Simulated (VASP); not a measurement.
# GeCl3 (P4/mmm) in VASP: notebook

GeCl3 is run at these levels: PBE; tasks: single point.

Program: VASP 6.6.1. These are calculated values, not measurements. Logs are shortened: lines on timing, memory, paths and dates and some standing lists are left out, and cuts for length are marked.

**1. The cell of the first run**

It takes space group P4/mmm (No. 123, tetragonal). The conventional cell has a = 2.801 Å, b = 2.801 Å, c = 12.997 Å, α = 90.00°, β = 90.00°, γ = 90.00°. Within 3.4 Å of Ge (site symmetry 4/mmm) lie 2 Cl at 2.54 Å and 4 Ge at 2.80 Å. Cl (site symmetry 4mm) has 1 Ge at 2.54 Å and 4 Cl at 2.80 Å within 3.4 Å. Cl (site symmetry 4/mmm) has 4 Cl at 2.80 Å within 3.7 Å.

The cell was generated, and may not be a known phase.

**2. Single point, PBE**

The input, INCAR:

```
  ALGO = Fast
  EDIFF = 1E-6
  ENCUT = 520
  GGA = PE
  ISIF = 2
  ISMEAR = 0
  LASPH = True
  LCHARG = False
  LREAL = False
  LWAVE = False
  NBANDS = 26
  NELM = 100
  PREC = Accurate
  SIGMA = 0.1
```

The input, KPOINTS:

```
k-points
0
Gamma
  6 6 2
```

The input, POSCAR:

```
GeCl3
1.0
    2.8008074628      0.0000000000      0.0000000000
    0.0000000000      2.8008074628      0.0000000000
    0.0000000000      0.0000000000     12.9973993206
Ge Cl
1 3
Direct
    0.0000000000      0.0000000000      0.0000000000
    0.0000000000      0.0000000000      0.1953924734
    0.0000000000      0.0000000000      0.5000000000
    0.0000000000      0.0000000000      0.8046075266
```

Potentials or basis: VASP PAW PBE potentials, release 64 (Ge_d, Cl).

Run with:

```sh
cat potpaw_PBE.64/Ge_d/POTCAR potpaw_PBE.64/Cl/POTCAR > POTCAR
mpirun -np 1 vasp_std > vasp.out
```

OUTCAR:

```text
EDIFF = 1E-6
   ENCUT = 520
   GGA = PE
   ISIF = 2
   ISMEAR = 0
   LASPH = True
   LREAL = False
   NELM = 100
   PREC = Accurate

 ion  position               nearest neighbor table
   1  0.000  0.000  0.000-   2 2.54   4 2.54
   2  0.000  0.000  0.195-   1 2.54
   3  0.000  0.000  0.500-
   4  0.000  0.000  0.805-   1 2.54

  LATTYP: Found a simple tetragonal cell.
 ALAT       =     2.8008074628
 C/A-ratio  =     4.6405900774

  Lattice vectors:

 A1 = (   2.8008074628,   0.0000000000,   0.0000000000)
 A2 = (   0.0000000000,   2.8008074628,   0.0000000000)
 A3 = (   0.0000000000,   0.0000000000,  12.9973993206)

Analysis of symmetry for initial positions (statically):
=====================================================================
 Subroutine PRICEL returns:
 Original cell was already a primitive cell.

 Routine SETGRP: Setting up the symmetry group for a
 simple tetragonal supercell.

 Subroutine GETGRP returns: Found 16 space group operations
 (whereof 16 operations were pure point group operations)
 out of a pool of 16 trial point group operations.

The static configuration has the point symmetry D_4h.

Analysis of symmetry for dynamics (positions and initial velocities):
=====================================================================
 Subroutine PRICEL returns:
 Original cell was already a primitive cell.

 Routine SETGRP: Setting up the symmetry group for a
 simple tetragonal supercell.

 Subroutine GETGRP returns: Found 16 space group operations
 (whereof 16 operations were pure point group operations)
 out of a pool of 16 trial point group operations.

The dynamic configuration has the point symmetry D_4h.

 Subroutine INISYM returns: Found 16 space group operations
 (whereof 16 operations are pure point group operations),
 and found     1 'primitive' translations

----------------------------------------------------------------------------------------

                                     Primitive cell

  volume of cell :     101.9584

  direct lattice vectors                    reciprocal lattice vectors
     2.800807463  0.000000000  0.000000000     0.357039894  0.000000000  0.000000000
[... 81 lines left out ...]
   LSORBIT =      F    spin-orbit coupling
   LASPH  =      T    aspherical Exc in radial PAW
   ENCUT  =  520.0 eV  38.22 Ry    6.18 a.u.   5.21  5.21 24.17*2*pi/ulx,y,z
   NELM   =    100;   NELMIN=  2; NELMDL= -5     # of ELM steps
   EDIFF  = 0.1E-05   stopping-criterion for ELM
   LREAL  =      F    real-space projection
   EDIFFG = 0.1E-04   stopping-criterion for IOM
   NSW    =      0    number of steps for IOM
   IBRION =     -1    ionic relax: 0-MD 1-quasi-New 2-CG
   NFREE  =      0    steps in history (QN), initial steepest desc. (CG)
   ISIF   =      2    stress and relaxation
   ISYM   =      2    0-nonsym 1-usesym 2-fastsym
   POTIM  = 0.5000    time-step for ionic-motion
   TEBEG  =    0.0;   TEEND  =   0.0 temperature during run
   PSTRESS=    0.0 pullay stress
   NELECT =      35.0000    total number of electrons
   NUPDOWN=      -1.0000    fix difference up-down
   EMIN   =  10.00;   EMAX   =-10.00  energy-range for DOS
   EFERMI =   0.00;   METHOD = LEGACY
   ISMEAR =     0;   SIGMA  =   0.10  broadening in eV -4-tet -1-fermi 0-gaus
   EFERMI_NEDOS =   21; number of points for ismear=-14 and -15
   IALGO  =     68    algorithm
   IMIX   =      4    mixing-type and parameters
     AMIX     =   0.40;   BMIX     =  1.00
     AMIX_MAG =   1.60;   BMIX_MAG =  1.00
  volume/ion in A,a.u.               =      25.49       172.01
  Fermi-wavevector in a.u.,A,eV,Ry     =   1.146278  2.166151 17.877411  1.313953
  Thomas-Fermi vector in A             =   2.282963
   LORBIT       =      0    0 simple, 1 ext, 2 COOP (PROOUT), +10 PAW based schemes
   GGA     = PE    functional components
   LHFCALC =     F    Hartree Fock is set to
   AEXX    =    0.0000 exact exchange contribution
   IVDW    =     0    specifies the selected vdW correction
   LEPSILON=     F    determine dielectric tensor
   LRPA    =     F    only Hartree local field effects (RPA)
 non-spin polarized calculation
 RMM-DIIS sequential band-by-band and
 Gauss-broadening in eV      SIGMA  =   0.10
  energy-cutoff  :      520.00
  volume of cell :      101.96
 maximum number of plane-waves:      2784
 NGX is ok and might be reduce to    24
   NGX = 11   NGY = 11   NGZ = 49

 number of electron      34.9999992 magnetization

 Free energy of the ion-electron system (eV)
  ---------------------------------------------------
  ext. energy  EPLUGINS =         0.00000000
  ---------------------------------------------------
  free energy    TOTEN  =        -9.30673527 eV

  energy without entropy =       -9.27836572  energy(sigma->0) =       -9.29255050

 E-fermi :   1.2983     XC(G=0):  -8.5543

 val. band max:        1.2935804399   @ k =   0.3333   0.1667   0.5000
 cond. band min:       1.3905371113   @ k =   0.1667   0.0000   0.0000
 fundamental gap:      0.0969566714
 Fermi energy:         1.2983215635

 k-point     1 :       0.0000    0.0000    0.0000
  band No.  band energies     occupation
      1     -23.1392      2.00000
      2     -23.1173      2.00000
      3     -23.0324      2.00000
      4     -23.0324      2.00000
      5     -22.9390      2.00000
      6     -14.7005      2.00000
[... 569 lines left out ...]
     25       9.2718      0.00000
     26       9.9014      0.00000

------------------------ aborting loop because EDIFF is reached ----------------------------------------

  FORCE on cell =-STRESS in cart. coord.  units (eV):
  Direction    XX          YY          ZZ          XY          YZ          ZX
  --------------------------------------------------------------------------------------
  -------------------------------------------------------------------------------------
  Total        0.0280605      0.0280605     -0.0005906      0.0000000      0.0000000     -0.0000000
  in kB        0.4409433      0.4409433     -0.0092804      0.0000000      0.0000000     -0.0000000
  external PRESSURE =       0.2908687 kB  Pullay stress =       0.0000000 kB

 VOLUME and BASIS-vectors are now :
 -----------------------------------------------------------------------------
  energy-cutoff  :      520.00
  volume of cell :      101.96
      direct lattice vectors                 reciprocal lattice vectors
     2.800807463  0.000000000  0.000000000     0.357039894  0.000000000  0.000000000
     0.000000000  2.800807463  0.000000000     0.000000000  0.357039894  0.000000000
     0.000000000  0.000000000 12.997399321     0.000000000  0.000000000  0.076938469

 POSITION                                       TOTAL-FORCE (eV/Angst)
 -----------------------------------------------------------------------------------
      0.00000      0.00000      0.00000         0.000000     -0.000000      0.000000
      0.00000      0.00000      2.53959         0.000000     -0.000000     -0.007361
      0.00000      0.00000      6.49870         0.000000     -0.000000      0.000000
      0.00000      0.00000     10.45781        -0.000000      0.000000      0.007361
 -----------------------------------------------------------------------------------
    total drift:                                0.000000      0.000000      0.000000

  FREE ENERGIE OF THE ION-ELECTRON SYSTEM (eV)
  ---------------------------------------------------
  free  energy   TOTEN  =        -9.3067352731 eV

  energy  without entropy=       -9.2783657173  energy(sigma->0) =       -9.29255050
```

stdout:

```text
POSCAR found type information on POSCAR GeCl
 POSCAR found :  2 types and       4 ions
 scaLAPACK will be used
 LDA part: xc-table for (Slater+PW92), standard interpolation
 POSCAR, INCAR and KPOINTS ok, starting setup
 FFT: planning ... GRIDC
 FFT: planning ... GRID_SOFT
 FFT: planning ... GRID
 WAVECAR not read
 entering main loop
```

Run time: 89 s. Hardware: 1 thread of Oxide Virtual Turin-like, shared host; peak memory 0.2 GiB.

Results:

| Quantity | Value |
| --- | --- |
| Free energy | -9.3067 eV |
| Pressure | 0.0 GPa |
| Largest force | 0.007 eV/Å |
| Band gap on the k mesh | zero (an odd number of electrons rules out a gap without spin polarisation) |

Forces in eV/Å, atoms in the order of the input:
```
Ge   0.000  0.000  0.000
Cl   0.000  0.000 -0.007
Cl   0.000  0.000  0.000
Cl   0.000  0.000  0.007
```

Levels at points of the mesh, in eV from the Fermi level:
| k point | band 16 | band 17 | band 18 | band 19 | band 20 | band 21 |
| --- | --- | --- | --- | --- | --- | --- |
| (0.00, 0.00, 0.00) | -0.03 | 0.90 | 0.90 | 2.56 | 6.96 | 7.50 |
| (0.50, 0.00, 0.00) | -1.14 | 0.60 | 0.62 | 1.54 | 4.76 | 5.74 |
| (0.50, 0.50, 0.00) | -2.55 | -0.49 | -0.49 | -0.19 | 0.19 | 4.62 |
| (0.00, 0.00, 0.50) | -0.03 | 0.90 | 0.90 | 2.46 | 7.45 | 7.50 |
| (0.50, 0.00, 0.50) | -1.03 | 0.60 | 0.62 | 1.54 | 4.73 | 5.78 |
| (0.50, 0.50, 0.50) | -2.54 | -0.49 | -0.49 | -0.25 | 0.25 | 4.62 |

Caveat: the k points lie up to 0.37 Å⁻¹ apart, too coarse for converged energies and pressures of a metal; this functional lacks dispersion, which binds layers or chains, so the pressure and a relaxed spacing across them are unreliable; an odd number of electrons without spin polarisation forces a metal; a magnetic or distorted state may lie lower.

**3. Single point, PBE**

This run uses another cell than the first one, of 26.47 Å³/atom.

The input, INCAR:

```
PREC     = Accurate       # precision mode
ENCUT    = 520            # plane-wave cutoff, eV
EDIFF    = 1E-6           # SCF threshold, eV
ISMEAR   = 0              # smearing method
SIGMA    = 0.1            # smearing width, eV
LREAL    = False          # projectors in reciprocal space
LASPH    = True           # aspherical terms in the spheres
NELM     = 100            # most SCF steps
ALGO     = Normal         # electronic algorithm
ISIF     = 2              # what is computed and relaxed
LWAVE    = False          # write WAVECAR
LCHARG   = True           # write CHGCAR
GGA      = PE             # functional
LELF     = True           # ELF
LVHAR    = True         
NBANDS   = 26             # bands
```

The input, KPOINTS:

```
Automatic mesh
0
Gamma
  6 6 2
```

The input, POSCAR:

```
GeCl3
1.0
    3.0167199300      0.0000000000      0.0000000000
    0.0000000000      3.0167199300      0.0000000000
    0.0000000000      0.0000000000     11.6358747600
Ge Cl
1 3
Direct
    0.0000000000      0.0000000000      0.0000000000
    0.0000000000      0.0000000000      0.2312210100
    0.0000000000      0.0000000000      0.5000000000
    0.0000000000      0.0000000000      0.7687789900
```

Potentials or basis: VASP PAW PBE potentials, release 64 (Ge_d, Cl).

Run with:

```sh
cat potpaw_PBE.64/Ge_d/POTCAR potpaw_PBE.64/Cl/POTCAR > POTCAR
mpirun -np 1 vasp_std > vasp.out
```

OUTCAR:

```text
PREC = Accurate
   ENCUT = 520
   EDIFF = 1E-6
   ISMEAR = 0
   LREAL = False
   LASPH = True
   NELM = 100
   ISIF = 2
   GGA = PE

 ion  position               nearest neighbor table
   1  0.000  0.000  0.000-   2 2.69   4 2.69
   2  0.000  0.000  0.231-   1 2.69
   3  0.000  0.000  0.500-
   4  0.000  0.000  0.769-   1 2.69

  LATTYP: Found a simple tetragonal cell.
 ALAT       =     3.0167199300
[... 770 lines left out ...]

  FORCE on cell =-STRESS in cart. coord.  units (eV):
  Direction    XX          YY          ZZ          XY          YZ          ZX
  --------------------------------------------------------------------------------------
  -------------------------------------------------------------------------------------
  Total       -2.6435612     -2.6435612     -2.9047787      0.0000000      0.0000000     -0.0000000
  in kB      -39.9973235    -39.9973235    -43.9495680      0.0000000      0.0000000     -0.0000000
  external PRESSURE =     -41.3147383 kB  Pullay stress =       0.0000000 kB

 VOLUME and BASIS-vectors are now :
 -----------------------------------------------------------------------------
  energy-cutoff  :      520.00
  volume of cell :      105.89
      direct lattice vectors                 reciprocal lattice vectors
     3.016719930  0.000000000  0.000000000     0.331485860  0.000000000  0.000000000
     0.000000000  3.016719930  0.000000000     0.000000000  0.331485860  0.000000000
     0.000000000  0.000000000 11.635874760     0.000000000  0.000000000  0.085941111

 POSITION                                       TOTAL-FORCE (eV/Angst)
 -----------------------------------------------------------------------------------
      0.00000      0.00000      0.00000         0.000000     -0.000000      0.000000
      0.00000      0.00000      2.69046        -0.000000      0.000000     -0.866465
      0.00000      0.00000      5.81794         0.000000     -0.000000      0.000000
      0.00000      0.00000      8.94542        -0.000000      0.000000      0.866465
 -----------------------------------------------------------------------------------
    total drift:                                0.000000      0.000000     -0.000000

  FREE ENERGIE OF THE ION-ELECTRON SYSTEM (eV)
  ---------------------------------------------------
  free  energy   TOTEN  =        -8.8279808937 eV

  energy  without entropy=       -8.7917308584  energy(sigma->0) =       -8.80985588
```

stdout:

```text
POSCAR found type information on POSCAR GeCl
 POSCAR found :  2 types and       4 ions
 scaLAPACK will be used
 LDA part: xc-table for (Slater+PW92), standard interpolation
 POSCAR, INCAR and KPOINTS ok, starting setup
 FFT: planning ... GRIDC
 FFT: planning ... GRID_SOFT
 FFT: planning ... GRID
 WAVECAR not read
 entering main loop
```

Run time: 97 s. Hardware: 1 thread of Oxide Virtual Turin-like, shared host; peak memory 0.2 GiB.

What came out:

| Item | Value |
| --- | --- |
| Free energy | -8.8280 eV |
| Pressure | -4.1 GPa |
| Largest force | 0.866 eV/Å |
| Band gap on the k mesh | zero (an odd number of electrons rules out a gap without spin polarisation) |

Forces on the atoms (eV/Å):
```
Ge   0.000  0.000  0.000
Cl   0.000  0.000 -0.866
Cl   0.000  0.000  0.000
Cl   0.000  0.000  0.866
```

Stress tensor (GPa, compression positive):
```
-4.00  0.00  0.00
 0.00 -4.00  0.00
 0.00  0.00 -4.39
```

Caveat: the cell stands under tension; this functional lacks dispersion, which binds layers or chains, so the pressure and a relaxed spacing across them are unreliable; an odd number of electrons without spin polarisation forces a metal; a magnetic or distorted state may lie lower.

The gap in the log of VASP goes by the Fermi energy; the results here count the filled bands.